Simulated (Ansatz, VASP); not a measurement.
Two plane-wave programs on Mg

```xyz
1
Lattice="-1.8360 1.8360 1.6794 1.8360 -1.8360 1.6794 1.8360 1.8360 -1.6794" Properties=species:S:1:pos:R:3 pbc="T T T"
Mg    0.0000    0.0000    0.0000
```

Alike in both runs: task single point; functional PBE; dispersion D4; k mesh 6 × 6 × 6; occupations gaussian, width 0.1 eV; no spin polarisation.

|  | VASP | Ansatz |
| --- | --- | --- |
| version | VASP 6.6.1 | Ansatz 0.2.0 |
| potentials or method | VASP PAW PBE potentials, release 64 (Mg), cutoff 600 eV | scalar-relativistic, plane waves, PAW |
| valence electrons in the cell | 2 | 10 |

```csv
,VASP,Ansatz,Ansatz less VASP
gap on the k mesh at the Fermi level (eV),none,none,-
pressure (GPa),-0.6,-0.5,+0.12
"traceless stress, the component that is largest in VASP (GPa)",2.74,2.76,+0.011
```

A gap of «none» marks a metal or a gap that the smearing closes. VASP's potentials hold 2 valence electrons a cell and Ansatz's 10, so a difference there can come from the potentials and not from the codes. Ansatz's warnings: dispersion switch in reach.

The k mesh is coarse, so the values compare programs but aren't converged.
